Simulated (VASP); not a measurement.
# Te2Mo in VASP: notebook

Te2Mo is run at these levels: revPBE+D4, BLYP+D3(BJ), PBE; tasks: single point.

All numbers are computed with VASP 6.6.1; they aren't measurements. Logs are shortened: lines on timing, memory, paths and dates and some standing lists are left out, and cuts for length are marked.

### 1 The cell of the first run

The cell holds a slab with vacuum, 6 atoms: a = 6.445 Å, b = 3.526 Å, c = 36.652 Å, α = 90.00°, β = 90.14°, γ = 90.00°.

### 2 Single point, revPBE+D4

Input file INCAR:

```
SYSTEM = Te2Mo
  ALGO = Normal
  EDIFF = 1E-7
  ENCUT = 520
  GGA = RE
  ISIF = 2
  ISMEAR = -1
  IVDW = 13
  LASPH = .True.
  LCHARG = .True.
  LELF = .True.
  LREAL = .False.
  LVHAR = .True.
  LWAVE = .False.
  NBANDS = 35
  NELM = 60
  PREC = Accurate
  SIGMA = 0.05
```

Input file KPOINTS:

```
k-points
0
Gamma
  4 8 1
  0 0 0
```

Input file POSCAR:

```
Te2Mo
1.0
    6.4453239976      0.0000000000      0.0000000000
    0.0000000000      3.5262030893      0.0000000000
   -0.0868695265      0.0000000000     36.6519436197
Te Mo
4 2
Direct
    0.4292511000      0.7500000000      0.5407035800
    0.5707489000      0.2500000000      0.4592964200
    0.9208478700      0.2500000000      0.5565273200
    0.0791521300      0.7500000000      0.4434726800
    0.1813475600      0.2500000000      0.4974653700
    0.8186524400      0.7500000000      0.5025346300
```

Potentials or basis: VASP PAW PBE potentials, release 64 (Te, Mo_sv).

Run with:

```
$ cat potpaw_PBE.64/Te/POTCAR potpaw_PBE.64/Mo_sv/POTCAR > POTCAR
$ mpirun -np 1 vasp_std > vasp.out
```

OUTCAR:

```text
SYSTEM = Te2Mo
   EDIFF = 1E-7
   ENCUT = 520
   GGA = RE
   ISIF = 2
   ISMEAR = -1
   IVDW = 13
   LASPH = .True.
   LREAL = .False.
   NELM = 60
   PREC = Accurate

 ion  position               nearest neighbor table
   1  0.429  0.750  0.541-   5 2.86   5 2.86   6 2.88   2 3.59   2 3.59   3 3.67   3 3.67
   2  0.571  0.250  0.459-   6 2.86   6 2.86   5 2.88   1 3.59   1 3.59   4 3.67   4 3.67
   3  0.921  0.250  0.557-   6 2.73   6 2.73   5 2.74   1 3.67   1 3.67
   4  0.079  0.750  0.443-   5 2.73   5 2.73   6 2.74   2 3.67   2 3.67
   5  0.181  0.250  0.497-   4 2.73   4 2.73   3 2.74   1 2.86   1 2.86   2 2.88   6 2.93   6 2.93

   6  0.819  0.750  0.503-   3 2.73   3 2.73   4 2.74   2 2.86   2 2.86   1 2.88   5 2.93   5 2.93

  LATTYP: Found a simple monoclinic cell.
 ALAT       =     6.4453239976
 B/A-ratio  =     0.5470947761
 C/A-ratio  =     5.6866104138
 COS(beta)  =    -0.0023701139

  Lattice vectors:

 A1 = (   6.4453239976,   0.0000000000,   0.0000000000)
 A2 = (   0.0000000000,   3.5262030893,   0.0000000000)
 A3 = (  -0.0868695265,   0.0000000000,  36.6519436197)

Analysis of symmetry for initial positions (statically):
=====================================================================
 Subroutine PRICEL returns:
 Original cell was already a primitive cell.

 Routine SETGRP: Setting up the symmetry group for a
 simple monoclinic supercell.

 Subroutine GETGRP returns: Found  4 space group operations
 (whereof  2 operations were pure point group operations)
 out of a pool of  4 trial point group operations.

The static configuration has the point symmetry S_2 .
 The point group associated with its full space group is C_2h.

Analysis of symmetry for dynamics (positions and initial velocities):
=====================================================================
 Subroutine PRICEL returns:
 Original cell was already a primitive cell.

 Routine SETGRP: Setting up the symmetry group for a
 simple monoclinic supercell.

 Subroutine GETGRP returns: Found  4 space group operations
 (whereof  2 operations were pure point group operations)
 out of a pool of  4 trial point group operations.

The dynamic configuration has the point symmetry S_2 .
 The point group associated with its full space group is C_2h.

 Subroutine INISYM returns: Found  4 space group operations
 (whereof  2 operations are pure point group operations),
 and found     1 'primitive' translations

----------------------------------------------------------------------------------------

                                     Primitive cell

  volume of cell :     833.0078

  direct lattice vectors                    reciprocal lattice vectors
     6.445323998  0.000000000  0.000000000     0.155151238  0.000000000  0.000367727
     0.000000000  3.526203089  0.000000000     0.000000000  0.283591153  0.000000000
    -0.086869527  0.000000000 36.651943620     0.000000000  0.000000000  0.027283683

  length of vectors
     6.445323998  3.526203089 36.652046565     0.155151674  0.283591153  0.027283683

  position of ions in fractional coordinates (direct lattice)
     0.429251100  0.750000000  0.540703580
     0.570748900  0.250000000  0.459296420
     0.920847870  0.250000000  0.556527320
     0.079152130  0.750000000  0.443472680
     0.181347560  0.250000000  0.497465370
     0.818652440  0.750000000  0.502534630

  ion indices of the primitive-cell ions
   primitive index   ion index
                 1           1
                 2           2
                 3           3
                 4           4
                 5           5
                 6           6

----------------------------------------------------------------------------------------

 KPOINTS: k-points

Automatic generation of k-mesh.
 Grid dimensions read from file:
 generate k-points for:    4    8    1

 Generating k-lattice:

  Cartesian coordinates                     Fractional coordinates (reciprocal lattice)
     0.038787810  0.000000000  0.000091932     0.250000000  0.000000000 -0.000000000
     0.000000000  0.035448894  0.000000000     0.000000000  0.125000000  0.000000000
     0.000000000  0.000000000  0.027283683     0.000000000  0.000000000  1.000000000

  Length of vectors
     0.038787919  0.035448894  0.027283683

  Shift w.r.t. Gamma in fractional coordinates (k-lattice)
     0.000000000  0.000000000  0.000000000

 Subroutine IBZKPT returns following result:
 ===========================================

 Found     15 irreducible k-points:

 Following reciprocal coordinates:
            Coordinates               Weight
  0.000000  0.000000  0.000000      1.000000
  0.250000  0.000000 -0.000000      2.000000
  0.500000  0.000000 -0.000000      1.000000
  0.000000  0.125000  0.000000      2.000000
  0.250000  0.125000 -0.000000      4.000000
  0.500000  0.125000 -0.000000      2.000000
  0.000000  0.250000  0.000000      2.000000
  0.250000  0.250000 -0.000000      4.000000
  0.500000  0.250000 -0.000000      2.000000
  0.000000  0.375000  0.000000      2.000000
  0.250000  0.375000 -0.000000      4.000000
  0.500000  0.375000 -0.000000      2.000000
  0.000000  0.500000  0.000000      1.000000
  0.250000  0.500000 -0.000000      2.000000
  0.500000  0.500000 -0.000000      1.000000
   k-points           NKPTS =     15   k-points in BZ     NKDIM =     15   number of bands    NBANDS=     35
   number of dos      NEDOS =    301   number of ions     NIONS =      6
   total plane-waves  NPLWV = 376320
   dimension x,y,z NGX =    48 NGY =   28 NGZ =  280
   dimension x,y,z NGXF=    96 NGYF=   56 NGZF=  560
   ions per type =               4   2
   NGX,Y,Z   is equivalent  to a cutoff of  12.38, 13.20, 12.70 a.u.
   NGXF,Y,Z  is equivalent  to a cutoff of  24.76, 26.40, 25.40 a.u.
 SYSTEM =  Te2Mo
   PREC   = accura    normal or accurate (medium, high low for compatibility)
   ISTART =      0    job   : 0-new  1-cont  2-samecut
   ICHARG =      2    charge: 1-file 2-atom 10-const
   ISPIN  =      1    spin polarized calculation?
   LNONCOLLINEAR =      F non collinear calculations
   LSORBIT =      F    spin-orbit coupling
   LASPH  =      T    aspherical Exc in radial PAW
   ENCUT  =  520.0 eV  38.22 Ry    6.18 a.u.  11.98  6.56 68.15*2*pi/ulx,y,z
   NELM   =     60;   NELMIN=  2; NELMDL= -5     # of ELM steps
   EDIFF  = 0.1E-06   stopping-criterion for ELM
   LREAL  =      F    real-space projection
   EDIFFG = 0.1E-05   stopping-criterion for IOM
   NSW    =      0    number of steps for IOM
   IBRION =     -1    ionic relax: 0-MD 1-quasi-New 2-CG
   NFREE  =      0    steps in history (QN), initial steepest desc. (CG)
   ISIF   =      2    stress and relaxation
   ISYM   =      2    0-nonsym 1-usesym 2-fastsym
   POTIM  = 0.5000    time-step for ionic-motion
   TEBEG  =    0.0;   TEEND  =   0.0 temperature during run
   PSTRESS=    0.0 pullay stress
   NELECT =      52.0000    total number of electrons
   NUPDOWN=      -1.0000    fix difference up-down
   EMIN   =  10.00;   EMAX   =-10.00  energy-range for DOS
   EFERMI =   0.00;   METHOD = LEGACY
   ISMEAR =    -1;   SIGMA  =   0.05  broadening in eV -4-tet -1-fermi 0-gaus
   EFERMI_NEDOS =   21; number of points for ismear=-14 and -15
   IALGO  =     38    algorithm
   IMIX   =      4    mixing-type and parameters
     AMIX     =   0.40;   BMIX     =  1.00
     AMIX_MAG =   1.60;   BMIX_MAG =  1.00
  volume/ion in A,a.u.               =     138.83       936.90
  Fermi-wavevector in a.u.,A,eV,Ry     =   0.649421  1.227228  5.738223  0.421747
  Thomas-Fermi vector in A             =   1.718371
   LORBIT       =      0    0 simple, 1 ext, 2 COOP (PROOUT), +10 PAW based schemes
   GGA     = RE    functional components
   LHFCALC =     F    Hartree Fock is set to
   AEXX    =    0.0000 exact exchange contribution
   IVDW    =    13    specifies the selected vdW correction
   LEPSILON=     F    determine dielectric tensor
   LRPA    =     F    only Hartree local field effects (RPA)
 non-spin polarized calculation
  energy-cutoff  :      520.00
  volume of cell :      833.01
 maximum number of plane-waves:     22498
 NGX is ok and might be reduce to    48
   NGX = 23   NGY = 13   NGZ =137

 number of electron      52.0000003 magnetization

 Free energy of the ion-electron system (eV)
  ---------------------------------------------------
  ext. energy  EPLUGINS =         0.00000000
  ---------------------------------------------------
  free energy    TOTEN  =       -33.93062560 eV

  energy without entropy =      -33.92209323  energy(sigma->0) =      -33.92635941

 E-fermi :  -2.2153     XC(G=0):  -2.2472

 val. band max:       -2.3604142404   @ k =   0.0000   0.1250   0.0000
 cond. band min:      -2.2111712851   @ k =   0.0000   0.1250   0.0000
 fundamental gap:      0.1492429553
 Fermi energy:        -2.2153460477

 k-point     1 :       0.0000    0.0000    0.0000
  band No.  band energies     occupation
      1     -63.2850      2.00000
      2     -63.2365      2.00000
      3     -37.4965      2.00000
      4     -37.4687      2.00000
      5     -37.4002      2.00000
      6     -37.3260      2.00000
[... 27 lines left out ...]
     34       0.9998      0.00000
     35       1.6110      0.00000

 k-point     2 :       0.2500    0.0000   -0.0000
  band No.  band energies     occupation
      1     -63.2849      2.00000
      2     -63.2365      2.00000
      3     -37.4937      2.00000
      4     -37.4684      2.00000
      5     -37.4004      2.00000
      6     -37.3263      2.00000
[... 27 lines left out ...]
     34       1.1604      0.00000
     35       1.8263      0.00000
[... 454 lines left out ...]
     34       1.1264      0.00000
     35       2.7238      0.00000

 k-point    15 :       0.5000    0.5000   -0.0000
  band No.  band energies     occupation
      1     -63.2561      2.00000
      2     -63.2561      2.00000
      3     -37.5555      2.00000
      4     -37.5555      2.00000
      5     -37.3625      2.00000
      6     -37.3625      2.00000
[... 27 lines left out ...]
     34       1.0423      0.00000
     35       2.2354      0.00000

------------------------ aborting loop because EDIFF is reached ----------------------------------------

  DFT-D4 for vdW energy calculation

  Edisp (eV):   -4.01521

  FORCE on cell =-STRESS in cart. coord.  units (eV):
  Direction    XX          YY          ZZ          XY          YZ          ZX
  --------------------------------------------------------------------------------------
  -------------------------------------------------------------------------------------
  Total      -5.54767    -5.70064    -3.28770     0.00000     0.00000     0.03707
  in kB     -10.67020   -10.96441    -6.32344     0.00000     0.00000     0.07129
  external pressure =       -9.32 kB  Pullay stress =        0.00 kB

 VOLUME and BASIS-vectors are now :
 -----------------------------------------------------------------------------
  energy-cutoff  :      520.00
  volume of cell :      833.01
      direct lattice vectors                 reciprocal lattice vectors
     6.445323998  0.000000000  0.000000000     0.155151238  0.000000000  0.000367727
     0.000000000  3.526203089  0.000000000     0.000000000  0.283591153  0.000000000
    -0.086869527  0.000000000 36.651943620     0.000000000  0.000000000  0.027283683

 POSITION                                       TOTAL-FORCE (eV/Angst)
 -----------------------------------------------------------------------------------
      2.71969      2.64465     19.81784         0.002850      0.000000     -0.397197
      3.63876      0.88155     16.83411        -0.002850     -0.000000      0.397197
      5.88682      0.88155     20.39781         0.005553     -0.000000     -0.506530
      0.47164      2.64465     16.25414        -0.005553     -0.000000      0.506530
      1.12563      0.88155     18.23307        -0.026006     -0.000000     -0.010467
      5.23283      2.64465     18.41887         0.026006     -0.000000      0.010467
 -----------------------------------------------------------------------------------
    total drift:                                0.000000     -0.000000     -0.000000

  FREE ENERGIE OF THE ION-ELECTRON SYSTEM (eV)
  ---------------------------------------------------
  free  energy   TOTEN  =       -37.9458311123 eV

  energy  without entropy=      -37.9372987433  energy(sigma->0) =      -37.94156493
```

Wall time 27 min (1 thread of Intel Xeon 8259CL, shared host); peak memory 0.99 GiB.

Results:

* Free energy: -37.9458 eV
* Largest force: 0.507 eV/Å
* Band gap on the k mesh: zero (bands 26 and 27 overlap by 0.14 eV)
* Dispersion energy per atom: -0.669 eV

Forces on the atoms (eV/Å):
```
Te   0.003  0.000 -0.397
Te  -0.003  0.000  0.397
Te   0.006  0.000 -0.507
Te  -0.006  0.000  0.507
Mo  -0.026  0.000 -0.010
Mo   0.026  0.000  0.010
```

Levels at points of the mesh, in eV from the Fermi level:
```csv
k point,band 24,band 25,band 26,band 27,band 28,band 29
"(0.00, 0.00, 0.00)",-0.57,-0.29,0.14,0.63,1.00,1.64
"(0.50, 0.00, 0.00)",-0.78,-0.73,-0.64,0.14,0.99,1.43
"(0.00, 0.50, 0.00)",-1.55,-1.34,-1.34,1.13,1.13,1.39
"(0.50, 0.50, 0.00)",-1.65,-0.82,-0.82,1.05,1.05,1.83
```

Caveat: the PAW data sets were made with another functional, which shifts forces and pressure a little; spin-orbit coupling is left out, which moves the levels of the heavy elements.

### 3 Single point, BLYP+D3(BJ)

This run uses another cell than the first one.

Input file INCAR:

```
PREC = Accurate ; ENCUT = 520
EDIFF = 1E-6 ; ISMEAR = -1
SIGMA = 0.05 ; LREAL = False
LASPH = True ; NELM = 60
ALGO = Normal ; ISIF = 2
LWAVE = False ; LCHARG = True
GGA = B5 ; ALDAX = 1.0
AGGAX = 1.0 ; AGGAC = 1.0
ALDAC = 0.0 ; IVDW = 12
VDW_S6 = 1.0 ; VDW_S8 = 2.6996
VDW_A1 = 0.4298 ; VDW_A2 = 4.2359
LELF = True ; LVHAR = True
NBANDS = 35
```

Input file KPOINTS:

```
Automatic mesh
0
Gamma
  4 8 1
```

Changes to POSCAR since step 2:

```diff
@@ -2,5 +2,5 @@
 1.0
-    6.4453239976      0.0000000000      0.0000000000
-    0.0000000000      3.5262030893      0.0000000000
-   -0.0868695265      0.0000000000     36.6519436197
+    6.2317438208      0.0000000000      0.0000000000
+    0.0000000000      3.4093544903      0.0000000000
+   -0.0839909111      0.0000000000     35.4373997734
 Te Mo
```

Potentials or basis: VASP PAW PBE potentials, release 64 (Te, Mo_sv).

Run with:

```
$ cat potpaw_PBE.64/Te/POTCAR potpaw_PBE.64/Mo_sv/POTCAR > POTCAR
$ mpirun -np 1 vasp_std > vasp.out
```

Wall time 32 min (1 thread of Intel Xeon 8259CL, shared host); peak memory 0.93 GiB.

The run converged. Its results:

| Property | Result |
| --- | --- |
| Free energy | -35.8858 eV |
| Largest force | 1.650 eV/Å |
| Band gap on the k mesh | zero (bands 26 and 27 overlap by 0.22 eV) |
| Dispersion energy per atom | -0.999 eV |

Forces on the atoms (eV/Å):
```
Te   0.086  0.000  0.967
Te  -0.086  0.000 -0.967
Te  -0.059  0.000  1.649
Te   0.059  0.000 -1.649
Mo   0.430  0.000  0.122
Mo  -0.430  0.000 -0.122
```

Levels at points of the mesh, in eV from the Fermi level:
| k point | band 23 | band 24 | band 25 | band 26 | band 27 | band 28 | band 29 | band 30 |
| --- | --- | --- | --- | --- | --- | --- | --- | --- |
| (0.00, 0.00, 0.00) | -1.02 | -0.64 | -0.32 | 0.23 | 0.69 | 1.15 | 1.83 | 2.26 |
| (0.50, 0.00, 0.00) | -1.34 | -0.87 | -0.82 | -0.69 | 0.10 | 1.22 | 1.54 | 1.95 |
| (0.00, 0.50, 0.00) | -1.67 | -1.67 | -1.44 | -1.44 | 1.25 | 1.25 | 1.54 | 1.54 |
| (0.50, 0.50, 0.00) | -1.77 | -1.77 | -0.83 | -0.83 | 1.17 | 1.17 | 2.01 | 2.01 |

Caveat: the PAW data sets were made with another functional, which shifts forces and pressure a little; spin-orbit coupling is left out, which moves the levels of the heavy elements.

### 4 Single point, PBE

This run uses another cell than the first one.

Input file INCAR:

```
SYSTEM = Te2Mo
PREC = Accurate
ENCUT = 520
EDIFF = 1E-7
ISMEAR = -1
SIGMA = 0.05
LREAL = .False.
LASPH = .True.
NELM = 60
ALGO = Normal
ISIF = 2
LWAVE = .False.
LCHARG = .False.
GGA = PE
NBANDS = 35
```

Input file KPOINTS:

```
Automatic mesh
0
Gamma
  4 8 1
  0 0 0
```

POSCAR is that of step 3.

Run with:

```
$ cat potpaw_PBE.64/Te/POTCAR potpaw_PBE.64/Mo_sv/POTCAR > POTCAR
$ mpirun -np 1 vasp_std > vasp.out
```

Wall time 24 min (1 thread of Intel Xeon 8259CL, shared host); peak memory 0.94 GiB.

It converged, with:

```
Free energy            : -35.7388 eV
Largest force          : 1.374 eV/Å
Band gap on the k mesh : zero (bands 26 and 27 overlap by 0.23 eV)
```

Forces on the atoms (eV/Å):
```
Te   0.122  0.000  0.718
Te  -0.122  0.000 -0.718
Te  -0.044  0.000  1.374
Te   0.044  0.000 -1.374
Mo   0.323  0.000  0.089
Mo  -0.323  0.000 -0.089
```

Levels at points of the mesh, in eV from the Fermi level:
```csv
k point,band 22,band 23,band 24,band 25,band 26,band 27,band 28,band 29,band 30,band 31
"(0.00, 0.00, 0.00)",-1.34,-1.02,-0.62,-0.31,0.24,0.69,1.20,1.86,2.25,2.50
"(0.50, 0.00, 0.00)",-1.37,-1.34,-0.85,-0.83,-0.68,0.09,1.25,1.56,1.99,3.06
"(0.00, 0.50, 0.00)",-2.70,-1.67,-1.67,-1.45,-1.45,1.27,1.27,1.56,1.56,2.14
"(0.50, 0.50, 0.00)",-2.44,-1.79,-1.79,-0.87,-0.87,1.20,1.20,2.03,2.03,2.48
```

Caveat: spin-orbit coupling is left out, which moves the levels of the heavy elements.

### 5 Single point, BLYP+D3(BJ)

This run uses another cell than the first one.

Changes to INCAR since step 4:

```diff
@@ -12,4 +12,15 @@
 LWAVE = .False.
-LCHARG = .False.
-GGA = PE
+LCHARG = .True.
+GGA = B5
+ALDAX = 1.0
+AGGAX = 1.0
+AGGAC = 1.0
+ALDAC = 0.0
+IVDW = 12
+VDW_S6 = 1.0
+VDW_S8 = 2.6996
+VDW_A1 = 0.4298
+VDW_A2 = 4.2359
+LELF = .True.
+LVHAR = .True.
 NBANDS = 35
```

KPOINTS is that of step 4.

Changes to POSCAR since step 4:

```diff
@@ -2,5 +2,5 @@
 1.0
-    6.2317438208      0.0000000000      0.0000000000
-    0.0000000000      3.4093544903      0.0000000000
-   -0.0839909111      0.0000000000     35.4373997734
+    6.2756307866      0.0000000000      0.0000000000
+    0.0000000000      3.4333648200      0.0000000000
+   -0.0845824159      0.0000000000     35.6869671492
 Te Mo
```

Run with:

```
$ cat potpaw_PBE.64/Te/POTCAR potpaw_PBE.64/Mo_sv/POTCAR > POTCAR
$ mpirun -np 1 vasp_std > vasp.out
```

Run time: 41 min. Hardware: 1 thread of Intel Xeon 8259CL, shared host; peak memory 0.93 GiB.

It converged, with:

```
Free energy                : -36.0237 eV
Largest force              : 1.240 eV/Å
Band gap on the k mesh     : zero (bands 26 and 27 overlap by 0.20 eV)
Dispersion energy per atom : -0.983 eV
```

Forces on the atoms (eV/Å):
```
Te   0.060  0.000  0.728
Te  -0.060  0.000 -0.728
Te  -0.047  0.000  1.239
Te   0.047  0.000 -1.239
Mo   0.338  0.000  0.096
Mo  -0.338  0.000 -0.096
```

Levels at points of the mesh, in eV from the Fermi level:
| k point | band 22 | band 23 | band 24 | band 25 | band 26 | band 27 | band 28 | band 29 | band 30 | band 31 |
| --- | --- | --- | --- | --- | --- | --- | --- | --- | --- | --- |
| (0.00, 0.00, 0.00) | -1.33 | -0.99 | -0.63 | -0.31 | 0.21 | 0.67 | 1.11 | 1.79 | 2.22 | 2.35 |
| (0.50, 0.00, 0.00) | -1.32 | -1.31 | -0.85 | -0.81 | -0.68 | 0.11 | 1.17 | 1.51 | 1.90 | 2.96 |
| (0.00, 0.50, 0.00) | -2.57 | -1.64 | -1.64 | -1.42 | -1.42 | 1.22 | 1.22 | 1.51 | 1.51 | 2.09 |
| (0.50, 0.50, 0.00) | -2.34 | -1.74 | -1.74 | -0.82 | -0.82 | 1.14 | 1.14 | 1.97 | 1.97 | 2.43 |

Caveat: the PAW data sets were made with another functional, which shifts forces and pressure a little; spin-orbit coupling is left out, which moves the levels of the heavy elements.

### 6 Summary

```csv
level,cell,gap on the mesh (eV),largest force (eV/Å)
revPBE+D4,"a = 6.445, b = 3.526, c = 36.652 Å, angles 90.0, 90.1, 90.0°, 6 atoms",none,0.51
BLYP+D3(BJ),"a = 6.232, b = 3.409, c = 35.437 Å, angles 90.0, 90.1, 90.0°, 6 atoms",none,1.65
PBE,"a = 6.232, b = 3.409, c = 35.437 Å, angles 90.0, 90.1, 90.0°, 6 atoms",none,1.37
BLYP+D3(BJ),"a = 6.276, b = 3.433, c = 35.687 Å, angles 90.0, 90.1, 90.0°, 6 atoms",none,1.24
```

Alike in all rows: task single point; potentials or basis VASP PAW PBE potentials, release 64 (Te, Mo_sv); no spin polarisation; k mesh 4 × 8 × 1; cutoff (eV) 520; smearing fermi-dirac 0.05 eV.

Caveats: spin-orbit coupling is left out, which moves the levels of the heavy elements; the PAW data sets were made with another functional, which shifts forces and pressure a little (at least some runs).

Absolute energies hang on the potentials; compare differences alone.
